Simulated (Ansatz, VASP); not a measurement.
**TiC: VASP beside Ansatz**

```
Ti C
1.0
     0.00000    2.19274    2.19274
     2.19274    0.00000    2.19274
     2.19274    2.19274    0.00000
Ti C
1 1
Cartesian
  0.0000 0.0000 0.0000
  2.1927 2.1927 2.1927
```

Alike in both runs: functional r2SCAN; k mesh 13 × 13 × 13; occupations fermi-dirac, width 0.1 eV; no spin polarisation.

Ansatz relaxed the structure, and its values are those at the end. VASP's run is a single point on that final structure, the one shown.

|  | VASP | Ansatz |
| --- | --- | --- |
| version | VASP 6.6.1 | Ansatz 0.2.0 |
| potentials or method | VASP PAW PBE potentials, release 64 (Ti_sv, C), cutoff 520 eV | PAW plane waves |
| valence electrons in the cell | 16 | 16 |

VASP gave:

```
pressure (GPa) : -8.8
```

Q: What did Ansatz give for the same quantities?

A: Pressure (GPa): -9.5.

VASP's potentials were made for PBE, not for r2SCAN. Ansatz's warnings: stress scf threshold loose.
